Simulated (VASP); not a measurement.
# Ir (C2/m) in VASP: further runs

Ir is run at these levels: PBE; tasks: single point.

Everything below comes from runs of VASP 6.6.1. Logs are shortened: lines on timing, memory, paths and dates and some standing lists are left out, and cuts for length are marked.

### Step 1. The cell of the first run

The structure is monoclinic, space group C2/m (No. 12). The conventional cell has a = 3.870 Å, b = 3.870 Å, c = 3.870 Å, α = 90.00°, β = 90.00°, γ = 90.00°. Ir (site symmetry m) has 12 Ir at 2.43 to 3.05 Å within 3.2 Å.

### Step 2. Single point, PBE (atoms displaced along several vibrational modes)

Input file INCAR:

```
ALGO     = Fast           # electronic algorithm
EDIFF    = 1E-7           # SCF threshold, eV
ENCUT    = 520            # plane-wave cutoff, eV
GGA      = PE             # functional
ISIF     = 2              # what is computed and relaxed
ISMEAR   = 0              # smearing method
LASPH    = T              # aspherical terms in the spheres
LCHARG   = F              # write CHGCAR
LREAL    = F              # projectors in reciprocal space
LWAVE    = F              # write WAVECAR
NBANDS   = 16             # bands
NELM     = 80             # most SCF steps
PREC     = Accurate       # precision mode
SIGMA    = 0.15           # smearing width, eV
```

Input file KPOINTS:

```
k-points
0
Gamma
  16 16 12
```

Input file POSCAR:

```
Ir
1.0
    0.0000000000     -1.9351816027     -1.9351816027
    0.0000000000      1.9351816027     -1.9351816027
    3.8703632054      0.0000000000      0.0000000000
Ir
2
Direct
    0.5266124895      0.4733875105      0.4702870263
   -0.0266124895      0.0266124895      0.0297129737
```

Potentials or basis: VASP PAW PBE potentials, release 64 (Ir).

Command:

```sh
> cat potpaw_PBE.64/Ir/POTCAR > POTCAR
> mpirun -np 1 vasp_std > vasp.out
```

OUTCAR:

```text
EDIFF = 1E-7
   ENCUT = 520
   GGA = PE
   ISIF = 2
   ISMEAR = 0
   LASPH = T
   LREAL = F
   NELM = 80
   PREC = Accurate

 ion  position               nearest neighbor table
   1  0.527  0.473  0.470-   2 2.43   2 2.59   2 2.59   2 2.74   2 2.77   2 2.91   2 2.91   2 3.05

   2  0.973  0.027  0.030-   1 2.43   1 2.59   1 2.59   1 2.74   1 2.77   1 2.91   1 2.91   1 3.05

  LATTYP: Found a simple tetragonal cell.
 ALAT       =     2.7367600682
 C/A-ratio  =     1.4142135624

  Lattice vectors:

 A1 = (   0.0000000000,  -1.9351816027,  -1.9351816027)
 A2 = (   0.0000000000,   1.9351816027,  -1.9351816027)
 A3 = (   3.8703632054,   0.0000000000,   0.0000000000)

Analysis of symmetry for initial positions (statically):
=====================================================================
 Subroutine PRICEL returns:
 Original cell was already a primitive cell.

 Routine SETGRP: Setting up the symmetry group for a
 simple tetragonal supercell.

 Subroutine GETGRP returns: Found  4 space group operations
 (whereof  2 operations were pure point group operations)
 out of a pool of 16 trial point group operations.

The static configuration has the point symmetry C_1h.
 The point group associated with its full space group is C_2h.

Analysis of symmetry for dynamics (positions and initial velocities):
=====================================================================
 Subroutine PRICEL returns:
 Original cell was already a primitive cell.

 Routine SETGRP: Setting up the symmetry group for a
 simple tetragonal supercell.

 Subroutine GETGRP returns: Found  4 space group operations
 (whereof  2 operations were pure point group operations)
 out of a pool of 16 trial point group operations.

The dynamic configuration has the point symmetry C_1h.
 The point group associated with its full space group is C_2h.

 Subroutine INISYM returns: Found  4 space group operations
 (whereof  2 operations are pure point group operations),
 and found     1 'primitive' translations

----------------------------------------------------------------------------------------

                                     Primitive cell

  volume of cell :      28.9885

  direct lattice vectors                    reciprocal lattice vectors
     0.000000000 -1.935181603 -1.935181603     0.000000000 -0.258373684 -0.258373684
     0.000000000  1.935181603 -1.935181603     0.000000000  0.258373684 -0.258373684
     3.870363205  0.000000000  0.000000000     0.258373684  0.000000000  0.000000000

  length of vectors
     2.736760068  2.736760068  3.870363205     0.365395568  0.365395568  0.258373684

  position of ions in fractional coordinates (direct lattice)
     0.526612490  0.473387510  0.470287026
     0.973387510  0.026612490  0.029712974

  ion indices of the primitive-cell ions
   primitive index   ion index
                 1           1
                 2           2

----------------------------------------------------------------------------------------

 KPOINTS: k-points

Automatic generation of k-mesh.
 Grid dimensions read from file:
 generate k-points for:   16   16   12

 Generating k-lattice:

  Cartesian coordinates                     Fractional coordinates (reciprocal lattice)
     0.000000000 -0.016148355 -0.016148355     0.062500000  0.000000000  0.000000000
     0.000000000  0.016148355 -0.016148355     0.000000000  0.062500000  0.000000000
     0.021531140  0.000000000  0.000000000     0.000000000  0.000000000  0.083333333

  Length of vectors
     0.022837223  0.022837223  0.021531140

  Shift w.r.t. Gamma in fractional coordinates (k-lattice)
     0.000000000  0.000000000  0.000000000

 Subroutine IBZKPT returns following result:
 ===========================================

 Found    826 irreducible k-points:

 Following reciprocal coordinates:
            Coordinates               Weight
  0.000000  0.000000  0.000000      1.000000
  0.062500  0.000000  0.000000      4.000000
  0.125000  0.000000  0.000000      4.000000
  0.187500  0.000000  0.000000      4.000000
  0.250000  0.000000  0.000000      4.000000
  0.312500  0.000000  0.000000      4.000000
[... 16 lines left out ...]
 -0.062500  0.437500  0.000000      4.000000
  0.500000  0.062500  0.000000      4.000000
 [... further k-points ...]
   k-points           NKPTS =    826   k-points in BZ     NKDIM =    826   number of bands    NBANDS=     16
   number of dos      NEDOS =    301   number of ions     NIONS =      2
   total plane-waves  NPLWV =  12000
   dimension x,y,z NGX =    20 NGY =   20 NGZ =   30
   dimension x,y,z NGXF=    40 NGYF=   40 NGZF=   60
   ions per type =               2
   NGX,Y,Z   is equivalent  to a cutoff of  12.15, 12.15, 12.89 a.u.
   NGXF,Y,Z  is equivalent  to a cutoff of  24.30, 24.30, 25.77 a.u.
 SYSTEM =  unknown system
   PREC   = accura    normal or accurate (medium, high low for compatibility)
   ISTART =      0    job   : 0-new  1-cont  2-samecut
[... 112 lines left out ...]
  band No.  band energies     occupation
      1       0.7874      2.00000
      2       2.9896      2.00000
      3       4.0531      2.00000
      4       5.5053      2.00000
      5       6.2505      2.00000
      6       6.4512      2.00000
[... 8 lines left out ...]
     15      25.0166      0.00000
     16      26.6458      0.00000

 k-point     6 :       0.3125    0.0000    0.0000
  band No.  band energies     occupation
      1       1.5572      2.00000
      2       3.2163      2.00000
      3       4.5831      2.00000
      4       5.4101      2.00000
      5       5.8556      2.00000
      6       6.4193      2.00000
[... 8 lines left out ...]
     15      25.1052      0.00000
     16      27.2318      0.00000

 k-point     7 :       0.3750    0.0000    0.0000
  band No.  band energies     occupation
      1       2.3374      2.00000
      2       3.3958      2.00000
      3       4.9575      2.00000
      4       5.3867      2.00000
      5       5.4495      2.00000
      6       6.3095      2.00000
[... 8 lines left out ...]
     15      24.6419      0.00000
     16      27.2678      0.00000

 k-point     8 :       0.4375    0.0000    0.0000
  band No.  band energies     occupation
      1       3.0042      2.00000
      2       3.4871      2.00000
      3       5.1054      2.00000
      4       5.2319      2.00000
      5       5.3858      2.00000
      6       6.1108      2.00000
[... 8 lines left out ...]
     15      24.3102      0.00000
     16      26.5029      0.00000

 k-point     9 :       0.5000    0.0000    0.0000
  band No.  band energies     occupation
      1       3.3547      2.00000
      2       3.4473      2.00000
      3       5.0613      2.00000
      4       5.1815      2.00000
      5       5.4597      2.00000
      6       5.9816      2.00000
[... 8 lines left out ...]
     15      24.3471      0.00000
     16      25.9856      0.00000
[... 172 lines left out ...]
 k-point    19 :      -0.0625    0.3125    0.0000
  band No.  band energies     occupation
      1       1.6509      2.00000
      2       3.3296      2.00000
      3       4.5594      2.00000
      4       5.3606      2.00000
      5       5.7030      2.00000
      6       6.4350      2.00000
[... 8 lines left out ...]
     15      25.2707      0.00000
     16      26.3825      0.00000

 k-point    20 :       0.3750    0.0625    0.0000
  band No.  band energies     occupation
      1       2.4170      2.00000
      2       3.4899      2.00000
      3       4.8435      2.00000
      4       5.1499      2.00000
      5       5.3685      2.00000
      6       6.4511      2.00000
[... 8 lines left out ...]
     15      24.6115      0.00000
     16      26.6233      0.00000

 k-point    21 :      -0.0625    0.3750    0.0000
  band No.  band energies     occupation
      1       2.4236      2.00000
      2       3.5011      2.00000
      3       4.8565      2.00000
      4       5.2452      2.00000
      5       5.3531      2.00000
      6       6.3455      2.00000
[... 8 lines left out ...]
     15      24.7054      0.00000
     16      27.0109      0.00000

 k-point    22 :       0.4375    0.0625    0.0000
  band No.  band energies     occupation
      1       3.0823      2.00000
      2       3.5856      2.00000
      3       4.8730      2.00000
      4       5.0062      2.00000
      5       5.3197      2.00000
      6       6.2189      2.00000
[... 8 lines left out ...]
     15      24.2679      0.00000
     16      26.2531      0.00000

 k-point    23 :      -0.0625    0.4375    0.0000
  band No.  band energies     occupation
      1       3.0946      2.00000
      2       3.5823      2.00000
      3       4.8710      2.00000
      4       5.0444      2.00000
      5       5.3438      2.00000
      6       6.1607      2.00000
[... 8 lines left out ...]
     15      24.2640      0.00000
     16      26.3881      0.00000

 k-point    24 :       0.5000    0.0625    0.0000
  band No.  band energies     occupation
      1       3.4457      2.00000
      2       3.5493      2.00000
      3       4.7818      2.00000
      4       4.9549      2.00000
      5       5.4168      2.00000
      6       6.0522      2.00000
[... 8 lines left out ...]
     15      24.2775      0.00000
     16      25.8689      0.00000

 [... further k-points ...]
[... 5 lines left out ...]
  --------------------------------------------------------------------------------------
  -------------------------------------------------------------------------------------
  Total        3.3739229      3.0459306      1.3123653      2.7014270      0.0000000      0.0000000
  in kB      186.4749791    168.3470109     72.5337531    149.3064765      0.0000000      0.0000000
  external PRESSURE =     142.4519144 kB  Pullay stress =       0.0000000 kB

 VOLUME and BASIS-vectors are now :
 -----------------------------------------------------------------------------
  energy-cutoff  :      520.00
  volume of cell :       28.99
      direct lattice vectors                 reciprocal lattice vectors
     0.000000000 -1.935181603 -1.935181603     0.000000000 -0.258373684 -0.258373684
     0.000000000  1.935181603 -1.935181603     0.000000000  0.258373684 -0.258373684
     3.870363205  0.000000000  0.000000000     0.258373684  0.000000000  0.000000000

 POSITION                                       TOTAL-FORCE (eV/Angst)
 -----------------------------------------------------------------------------------
      1.82018     -0.10300     -1.93518         3.453292      2.022626      0.000000
      0.11500     -1.83218     -1.93518        -3.453292     -2.022626      0.000000
 -----------------------------------------------------------------------------------
    total drift:                                0.000000      0.000000      0.000000

  FREE ENERGIE OF THE ION-ELECTRON SYSTEM (eV)
  ---------------------------------------------------
  free  energy   TOTEN  =       -17.1760513194 eV

  energy  without entropy=      -17.1521088577  energy(sigma->0) =      -17.16408009
```

Wall time 2.6 min (1 thread of Intel Xeon 6975P-C (Granite Rapids), shared host); peak memory 0.41 GiB.

What came out:

- Free energy: -17.1761 eV
- Pressure: 14.2 GPa
- Largest force: 4.002 eV/Å
- Band gap on the k mesh: zero (bands 9 and 10 overlap by 2.27 eV)

Forces on the atoms (eV/Å):
```
Ir   3.453  2.023  0.000
Ir  -3.453 -2.023  0.000
```

Levels at points of the mesh, in eV from the Fermi level:
| k point | band 7 | band 8 | band 9 | band 10 | band 11 | band 12 |
| --- | --- | --- | --- | --- | --- | --- |
| (0.00, 0.00, 0.00) | -1.67 | -1.37 | 0.57 | 0.93 | 1.41 | 2.25 |
| (0.50, 0.00, 0.00) | -2.85 | -2.81 | -1.09 | -0.24 | 2.10 | 3.07 |
| (0.50, 0.50, 0.00) | 0.98 | 1.07 | 1.12 | 1.32 | 1.65 | 2.48 |
| (0.00, 0.00, 0.50) | -2.33 | -1.45 | -1.25 | -1.10 | -0.80 | 0.37 |
| (0.50, 0.00, 0.50) | -1.10 | -0.78 | 0.38 | 0.58 | 0.86 | 1.18 |
| (0.50, 0.50, 0.50) | -1.52 | -1.37 | 1.17 | 1.28 | 6.59 | 7.52 |

Caveat: the cell differs from its parent crystal (atoms displaced along several vibrational modes); the stress differs along the axes, from 7 to 19 GPa; spin-orbit coupling is left out, which moves the levels of the heavy elements; forces of over 1 eV/Å act on the atoms, so gaps and moduli don't describe the material at rest.

### Step 3. Single point, PBE (atoms displaced along several vibrational modes)

Input file INCAR:

```
SYSTEM = Ir
  PREC = Accurate
  ENCUT = 520
  EDIFF = 1E-6
  ISMEAR = 0
  SIGMA = 0.15
  LREAL = .FALSE.
  LASPH = .TRUE.
  NELM = 100
  ALGO = Fast
  ISIF = 2
  LWAVE = .FALSE.
  LCHARG = .FALSE.
  GGA = PE
  NBANDS = 16
```

Input file KPOINTS:

```
regular mesh
0
G
  16 16 12
  0 0 0
```

Input file POSCAR:

```
Ir
1.0
    0.0000000000     -1.9351816027     -1.9351816027
    0.0000000000      1.9351816027     -1.9351816027
    3.8703632054      0.0000000000      0.0000000000
Ir
2
Direct
    0.5266124895      0.4733875105      0.4821722158
   -0.0266124895      0.0266124895      0.0178277842
```

Potentials or basis: VASP PAW PBE potentials, release 64 (Ir).

Command:

```sh
> cat potpaw_PBE.64/Ir/POTCAR > POTCAR
> mpirun -np 1 vasp_std > vasp.out
```

Run time: 3.5 min. Hardware: 1 thread of Intel Xeon 6975P-C (Granite Rapids), shared host; peak memory 0.41 GiB.

Results (log left out):

```yaml
Free_energy: -17.4236 eV
Pressure: 8.0 GPa
Largest_force: 2.584 eV/Å
Band_gap_on_the_k_mesh: zero (bands 9 and 10 overlap by 2.57 eV)
```

Forces on the atoms (eV/Å):
```
Ir   1.953  1.691  0.000
Ir  -1.953 -1.691  0.000
```

Stress tensor (GPa, compression positive):
```
11.57  8.95  0.00
 8.95 10.53  0.00
 0.00  0.00  1.89
```

Levels at points of the mesh, in eV from the Fermi level:
```
           k point  band 7  band 8  band 9  band 10  band 11  band 12
(0.00, 0.00, 0.00)   -1.49   -1.16    0.65     1.01     1.41     1.91
(0.50, 0.00, 0.00)   -2.54   -2.53   -1.42    -0.46     2.23     3.13
(0.50, 0.50, 0.00)    1.07    1.24    1.27     1.41     1.68     2.53
(0.00, 0.00, 0.50)   -2.05   -1.74   -1.42    -1.28    -0.48     0.21
(0.50, 0.00, 0.50)   -0.93   -0.74    0.59     0.60     0.80     1.13
(0.50, 0.50, 0.50)   -1.55   -1.46    1.30     1.36     6.97     7.58
```

Caveat: the cell differs from its parent crystal (atoms displaced along several vibrational modes); the stress differs along the axes, from 2 to 12 GPa; spin-orbit coupling is left out, which moves the levels of the heavy elements; forces of over 1 eV/Å act on the atoms, so gaps and moduli don't describe the material at rest.

### Step 4. Single point, PBE (atoms displaced along several vibrational modes)

Input file INCAR:

```
SYSTEM = Ir
PREC = Accurate ; ENCUT = 520
EDIFF = 1E-6 ; ISMEAR = 0
SIGMA = 0.15 ; LREAL = .FALSE.
LASPH = .TRUE. ; NELM = 100
ALGO = Fast ; ISIF = 2
LWAVE = .FALSE. ; LCHARG = .FALSE.
GGA = PE ; NBANDS = 16
```

KPOINTS is that of step 3.

Input file POSCAR:

```
Ir
1.0
    0.0000000000     -1.9351816027     -1.9351816027
    0.0000000000      1.9351816027     -1.9351816027
    3.8703632054      0.0000000000      0.0000000000
Ir
2
Direct
    0.5159674937      0.4840325063      0.4881148105
   -0.0159674937      0.0159674937      0.0118851895
```

Command:

```sh
> cat potpaw_PBE.64/Ir/POTCAR > POTCAR
> mpirun -np 1 vasp_std > vasp.out
```

Run time: 2.7 min. Hardware: 1 thread of Intel Xeon 6975P-C (Granite Rapids), shared host; peak memory 0.41 GiB.

The run converged. Its results:

```yaml
Free_energy: -17.5995 eV
Pressure: 3.6 GPa
Largest_force: 1.471 eV/Å
Band_gap_on_the_k_mesh: zero (bands 9 and 10 overlap by 2.84 eV)
```

Forces on the atoms (eV/Å):
```
Ir   1.149  0.918  0.000
Ir  -1.149 -0.918  0.000
```

Stress tensor (GPa, compression positive):
```
4.96 3.53 0.00
3.53 4.50 0.00
0.00 0.00 1.38
```

Levels at points of the mesh, in eV from the Fermi level:
```
           k point  band 7  band 8  band 9  band 10  band 11  band 12
(0.00, 0.00, 0.00)   -1.28   -1.16    0.77     1.27     1.41     1.81
(0.50, 0.00, 0.00)   -2.47   -2.46   -1.46    -0.78     2.47     3.00
(0.50, 0.50, 0.00)    1.27    1.35    1.36     1.41     1.71     2.11
(0.00, 0.00, 0.50)   -2.04   -1.93   -1.51    -1.46    -0.45     0.05
(0.50, 0.00, 0.50)   -0.79   -0.70    0.76     0.76     0.85     0.98
(0.50, 0.50, 0.50)   -1.64   -1.61    1.38     1.40     7.55     7.82
```

Caveat: the cell differs from its parent crystal (atoms displaced along several vibrational modes); the cell stands under pressure; spin-orbit coupling is left out, which moves the levels of the heavy elements; forces of over 1 eV/Å act on the atoms, so gaps and moduli don't describe the material at rest.

### Step 5. Summary

```tsv
cell	further INCAR settings	gap on the mesh (eV)	pressure (GPa)	largest force (eV/Å)
as given, atomic positions A	ALGO = Fast; EDIFF = 1e-07; NBANDS = 16	none	14.2	4.00
as given, atomic positions B	ALGO = Fast; EDIFF = 1e-06; NBANDS = 16	none	8.0	2.58
as given, atomic positions C	ALGO = Fast; EDIFF = 1e-06; NBANDS = 16	none	3.6	1.47
```

Alike in all rows: task single point; level PBE; potentials or basis VASP PAW PBE potentials, release 64 (Ir); no spin polarisation; k mesh 16 × 16 × 12; cutoff (eV) 520; smearing gaussian 0.15 eV.

Caveats: spin-orbit coupling is left out, which moves the levels of the heavy elements; forces of over 1 eV/Å act on the atoms, so gaps and moduli don't describe the material at rest; the stress differs along the axes, from 7 to 19 GPa (at least some runs); the stress differs along the axes, from 2 to 12 GPa (at least some runs); the cell stands under pressure (at least some runs).

Absolute energies hang on the potentials; compare differences alone.
